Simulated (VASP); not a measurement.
# B (Fd-3m) in VASP: single point with LDA

Aim: the single point of B with LDA.

Program: VASP 6.6.1. These are calculated values, not measurements. Logs are shortened: lines on timing, memory, paths and dates and some standing lists are left out, and cuts for length are marked.

## Step 1: The cell of the first run

The structure is cubic, space group Fd-3m (No. 227). Conventional cell: a = 4.004 Å, b = 4.004 Å, c = 4.004 Å, α = 90.00°, β = 90.00°, γ = 90.00°. Within 2.3 Å of B (site symmetry -43m) lie 4 B at 1.73 Å.

## Step 2: Single point, LDA

File INCAR:

```
PREC = Accurate ; ENCUT = 520
EDIFF = 1E-7 ; ISMEAR = -1
SIGMA = 0.13605693000000002 ; LREAL = False
LASPH = True ; NELM = 60
ALGO = Normal ; ISIF = 2
LWAVE = False ; LCHARG = True
GGA = CA ; LELF = True
LVHAR = True ; NBANDS = 10
```

File KPOINTS:

```
regular mesh
0
Gamma
  11 11 11
```

File POSCAR:

```
B
1.0
    0.0000000000      2.0018316553      2.0018316553
    2.0018316553      0.0000000000      2.0018316553
    2.0018316553      2.0018316553      0.0000000000
B
2
Direct
    0.0000000000      0.0000000000      0.0000000000
    0.2500000000      0.2500000000      0.2500000000
```

Potentials or basis: VASP PAW LDA potentials, release 64 (B).

Started as:

```bash
$ cat potpaw_LDA.64/B/POTCAR > POTCAR
$ mpirun -np 1 vasp_std > vasp.out
```

OUTCAR:

```text
PREC = Accurate
   ENCUT = 520
   EDIFF = 1E-7
   ISMEAR = -1
   LREAL = False
   LASPH = True
   NELM = 60
   ISIF = 2
   GGA = CA

 ion  position               nearest neighbor table
   1  0.000  0.000  0.000-   2 1.73   2 1.73   2 1.73   2 1.73
   2  0.250  0.250  0.250-   1 1.73   1 1.73   1 1.73   1 1.73

  LATTYP: Found a face centered cubic cell.
 ALAT       =     4.0036633106

  Lattice vectors:

 A1 = (   0.0000000000,   2.0018316553,   2.0018316553)
 A2 = (   2.0018316553,   0.0000000000,   2.0018316553)
 A3 = (   2.0018316553,   2.0018316553,   0.0000000000)

Analysis of symmetry for initial positions (statically):
=====================================================================
 Subroutine PRICEL returns:
 Original cell was already a primitive cell.

 Routine SETGRP: Setting up the symmetry group for a
 face centered cubic supercell.

 Subroutine GETGRP returns: Found 48 space group operations
 (whereof 24 operations were pure point group operations)
 out of a pool of 48 trial point group operations.

The static configuration has the point symmetry T_d .
 The point group associated with its full space group is O_h .

Analysis of symmetry for dynamics (positions and initial velocities):
=====================================================================
 Subroutine PRICEL returns:
 Original cell was already a primitive cell.

 Routine SETGRP: Setting up the symmetry group for a
 face centered cubic supercell.

 Subroutine GETGRP returns: Found 48 space group operations
 (whereof 24 operations were pure point group operations)
 out of a pool of 48 trial point group operations.

The dynamic configuration has the point symmetry T_d .
 The point group associated with its full space group is O_h .

 Subroutine INISYM returns: Found 48 space group operations
 (whereof 24 operations are pure point group operations),
 and found     1 'primitive' translations

----------------------------------------------------------------------------------------

                                     Primitive cell

  volume of cell :      16.0440

  direct lattice vectors                    reciprocal lattice vectors
     0.000000000  2.001831655  2.001831655    -0.249771253  0.249771253  0.249771253
     2.001831655  0.000000000  2.001831655     0.249771253 -0.249771253  0.249771253
     2.001831655  2.001831655  0.000000000     0.249771253  0.249771253 -0.249771253

  length of vectors
     2.831017477  2.831017477  2.831017477     0.432616500  0.432616500  0.432616500

  position of ions in fractional coordinates (direct lattice)
     0.000000000  0.000000000  0.000000000
     0.250000000  0.250000000  0.250000000

  ion indices of the primitive-cell ions
   primitive index   ion index
                 1           1
                 2           2

----------------------------------------------------------------------------------------

 KPOINTS: regular mesh

Automatic generation of k-mesh.
 Grid dimensions read from file:
 generate k-points for:   11   11   11

 Generating k-lattice:

  Cartesian coordinates                     Fractional coordinates (reciprocal lattice)
    -0.022706478  0.022706478  0.022706478     0.090909091  0.000000000  0.000000000
     0.022706478 -0.022706478  0.022706478     0.000000000  0.090909091  0.000000000
     0.022706478  0.022706478 -0.022706478     0.000000000  0.000000000  0.090909091

  Length of vectors
     0.039328773  0.039328773  0.039328773

  Shift w.r.t. Gamma in fractional coordinates (k-lattice)
     0.000000000  0.000000000  0.000000000

 Subroutine IBZKPT returns following result:
 ===========================================

 Found     56 irreducible k-points:

 Following reciprocal coordinates:
            Coordinates               Weight
  0.000000  0.000000  0.000000      1.000000
  0.090909  0.000000  0.000000      8.000000
  0.181818  0.000000  0.000000      8.000000
  0.272727  0.000000  0.000000      8.000000
  0.363636  0.000000  0.000000      8.000000
  0.454545  0.000000  0.000000      8.000000
[... 16 lines left out ...]
 -0.272727  0.181818  0.000000     24.000000
 -0.181818  0.181818  0.000000     12.000000
 [... further k-points ...]
   k-points           NKPTS =     56   k-points in BZ     NKDIM =     56   number of bands    NBANDS=     10
   number of dos      NEDOS =    301   number of ions     NIONS =      2
   total plane-waves  NPLWV =  13824
   dimension x,y,z NGX =    24 NGY =   24 NGZ =   24
   dimension x,y,z NGXF=    48 NGYF=   48 NGZF=   48
   ions per type =               2
   NGX,Y,Z   is equivalent  to a cutoff of  14.09, 14.09, 14.09 a.u.
   NGXF,Y,Z  is equivalent  to a cutoff of  28.19, 28.19, 28.19 a.u.
 SYSTEM =  unknown system
   PREC   = accura    normal or accurate (medium, high low for compatibility)
   ISTART =      0    job   : 0-new  1-cont  2-samecut
   ICHARG =      2    charge: 1-file 2-atom 10-const
   ISPIN  =      1    spin polarized calculation?
   LNONCOLLINEAR =      F non collinear calculations
   LSORBIT =      F    spin-orbit coupling
   LASPH  =      T    aspherical Exc in radial PAW
   ENCUT  =  520.0 eV  38.22 Ry    6.18 a.u.   5.26  5.26  5.26*2*pi/ulx,y,z
   NELM   =     60;   NELMIN=  2; NELMDL= -5     # of ELM steps
   EDIFF  = 0.1E-06   stopping-criterion for ELM
   LREAL  =      F    real-space projection
   EDIFFG = 0.1E-05   stopping-criterion for IOM
   NSW    =      0    number of steps for IOM
   IBRION =     -1    ionic relax: 0-MD 1-quasi-New 2-CG
   NFREE  =      0    steps in history (QN), initial steepest desc. (CG)
   ISIF   =      2    stress and relaxation
   ISYM   =      2    0-nonsym 1-usesym 2-fastsym
   POTIM  = 0.5000    time-step for ionic-motion
   TEBEG  =    0.0;   TEEND  =   0.0 temperature during run
   PSTRESS=    0.0 pullay stress
   NELECT =       6.0000    total number of electrons
   NUPDOWN=      -1.0000    fix difference up-down
   EMIN   =  10.00;   EMAX   =-10.00  energy-range for DOS
   EFERMI =   0.00;   METHOD = LEGACY
   ISMEAR =    -1;   SIGMA  =   0.14  broadening in eV -4-tet -1-fermi 0-gaus
   EFERMI_NEDOS =   21; number of points for ismear=-14 and -15
   IALGO  =     38    algorithm
   IMIX   =      4    mixing-type and parameters
     AMIX     =   0.40;   BMIX     =  1.00
     AMIX_MAG =   1.60;   BMIX_MAG =  1.00
  volume/ion in A,a.u.               =       8.02        54.14
  Fermi-wavevector in a.u.,A,eV,Ry     =   1.179472  2.228879 18.927807  1.391155
  Thomas-Fermi vector in A             =   2.315782
   LORBIT       =      0    0 simple, 1 ext, 2 COOP (PROOUT), +10 PAW based schemes
   GGA     = CA    functional components
   LHFCALC =     F    Hartree Fock is set to
   AEXX    =    0.0000 exact exchange contribution
   IVDW    =     0    specifies the selected vdW correction
   LEPSILON=     F    determine dielectric tensor
   LRPA    =     F    only Hartree local field effects (RPA)
 non-spin polarized calculation
  energy-cutoff  :      520.00
  volume of cell :       16.04
 maximum number of plane-waves:       444
 NGX is ok and might be reduce to    24
   NGX = 11   NGY = 11   NGZ = 11

 number of electron       6.0000000 magnetization

 Free energy of the ion-electron system (eV)
  ---------------------------------------------------
  ext. energy  EPLUGINS =         0.00000000
  ---------------------------------------------------
  free energy    TOTEN  =       -12.94394430 eV

  energy without entropy =      -12.88563347  energy(sigma->0) =      -12.91478889

 E-fermi :   4.1073     XC(G=0): -11.4540

 val. band max:        4.0954924494   @ k =   0.4545   0.1818   0.0909
 cond. band min:       4.1078463792   @ k =  -0.4545   0.1818   0.0909
 fundamental gap:      0.0123539298
 Fermi energy:         4.1073056039

 k-point     1 :       0.0000    0.0000    0.0000
  band No.  band energies     occupation
      1      -8.8805      2.00000
      2       8.2220      0.00000
      3       8.2220      0.00000
      4       8.2220      0.00000
      5      12.4295      0.00000
      6      12.4295      0.00000
      7      12.4295      0.00000
      8      21.4535      0.00000
      9      23.2949      0.00000
     10      27.6337      0.00000

 k-point     2 :       0.0909    0.0000    0.0000
  band No.  band energies     occupation
      1      -8.6984      2.00000
      2       7.0051      0.00000
      3       7.8800      0.00000
      4       7.8800      0.00000
      5      12.8784      0.00000
      6      12.8784      0.00000
      7      13.2607      0.00000
      8      21.3335      0.00000
      9      23.5888      0.00000
     10      25.6877      0.00000

 k-point     3 :       0.1818    0.0000    0.0000
  band No.  band energies     occupation
      1      -8.1538      2.00000
      2       4.6741      0.03055
      3       7.1979      0.00000
      4       7.1979      0.00000
      5      13.7553      0.00000
      6      13.7553      0.00000
      7      14.5311      0.00000
      8      21.0236      0.00000
      9      24.2001      0.00000
     10      24.4251      0.00000

 k-point     4 :       0.2727    0.0000    0.0000
  band No.  band energies     occupation
      1      -7.2516      2.00000
      2       2.1656      2.00000
      3       6.5562      0.00000
      4       6.5562      0.00000
      5      14.3888      0.00000
      6      14.3888      0.00000
      7      15.5351      0.00000
      8      20.6293      0.00000
      9      24.4708      0.00000
     10      24.4708      0.00000

 k-point     5 :       0.3636    0.0000    0.0000
  band No.  band energies     occupation
      1      -6.0033      2.00000
      2      -0.2394      2.00000
      3       6.0969      0.00000
      4       6.0969      0.00000
      5      14.5623      0.00000
      6      14.5623      0.00000
      7      16.2104      0.00000
      8      20.2790      0.00000
      9      25.2303      0.00000
     10      25.8191      0.00000

 k-point     6 :       0.4545    0.0000    0.0000
  band No.  band energies     occupation
      1      -4.4552      2.00000
      2      -2.3867      2.00000
      3       5.8619      0.00001
      4       5.8619      0.00001
      5      14.5268      0.00000
      6      14.5268      0.00000
      7      16.5541      0.00000
      8      20.0772      0.00000
      9      25.6474      0.00000
     10      27.6873      0.00000
[... 183 lines left out ...]
 k-point    21 :      -0.4545    0.1818    0.0000
  band No.  band energies     occupation
      1      -3.3919      2.00000
      2      -2.3244      2.00000
      3       3.5779      1.95998
      4       4.7875      0.01340
      5      13.3951      0.00000
      6      16.7273      0.00000
      7      18.3676      0.00000
      8      20.1977      0.00000
      9      23.4844      0.00000
     10      27.3718      0.00000

 k-point    22 :      -0.3636    0.1818    0.0000
  band No.  band energies     occupation
      1      -4.3906      2.00000
      2      -1.1286      2.00000
      3       3.2160      1.99715
      4       5.3068      0.00030
      5      13.8978      0.00000
      6      16.1843      0.00000
      7      18.2502      0.00000
      8      20.8967      0.00000
      9      23.2933      0.00000
     10      24.7726      0.00000

 k-point    23 :      -0.2727    0.1818    0.0000
  band No.  band energies     occupation
      1      -5.8287      2.00000
      2       1.0425      2.00000
      3       3.1621      1.99808
      4       6.0362      0.00000
      5      14.5791      0.00000
      6      15.4622      0.00000
      7      17.5123      0.00000
      8      20.2614      0.00000
      9      22.9030      0.00000
     10      24.2359      0.00000

 k-point    24 :      -0.1818    0.1818    0.0000
  band No.  band energies     occupation
      1      -6.9531      2.00000
      2       3.1855      1.99772
      3       3.5909      1.95606
      4       6.8233      0.00000
      5      14.4876      0.00000
      6      15.1398      0.00000
      7      16.2985      0.00000
      8      19.8944      0.00000
      9      22.2847      0.00000
     10      24.7043      0.00000

 [... further k-points ...]
[... 5 lines left out ...]
  --------------------------------------------------------------------------------------
  -------------------------------------------------------------------------------------
  Total        0.0157402      0.0157402      0.0157402     -0.0000000      0.0000000      0.0000000
  in kB        1.5718380      1.5718380      1.5718380     -0.0000000      0.0000000      0.0000000
  external PRESSURE =       1.5718380 kB  Pullay stress =       0.0000000 kB

 VOLUME and BASIS-vectors are now :
 -----------------------------------------------------------------------------
  energy-cutoff  :      520.00
  volume of cell :       16.04
      direct lattice vectors                 reciprocal lattice vectors
     0.000000000  2.001831655  2.001831655    -0.249771253  0.249771253  0.249771253
     2.001831655  0.000000000  2.001831655     0.249771253 -0.249771253  0.249771253
     2.001831655  2.001831655  0.000000000     0.249771253  0.249771253 -0.249771253

 POSITION                                       TOTAL-FORCE (eV/Angst)
 -----------------------------------------------------------------------------------
      0.00000      0.00000      0.00000         0.000000      0.000000      0.000000
      1.00092      1.00092      1.00092        -0.000000     -0.000000     -0.000000
 -----------------------------------------------------------------------------------
    total drift:                               -0.000000      0.000000      0.000000

  FREE ENERGIE OF THE ION-ELECTRON SYSTEM (eV)
  ---------------------------------------------------
  free  energy   TOTEN  =       -12.9439442999 eV

  energy  without entropy=      -12.8856334727  energy(sigma->0) =      -12.91478889
```

It took 12 s on 1 thread of AMD EPYC 7R43 (Zen 3), shared host; peak memory 0.09 GiB.

Results:

```
Free energy            : -12.9439 eV
Pressure               : 0.2 GPa
Band gap on the k mesh : zero (band 3 reaches 8.22 eV, above the bottom of band 4 at 1.58 eV)
```

Levels at points of the mesh, in eV from the Fermi level:
```csv
k point,band 1,band 2,band 3,band 4,band 5,band 6
"(0.00, 0.00, 0.00)",-12.99,4.11,4.11,4.11,8.32,8.32
```
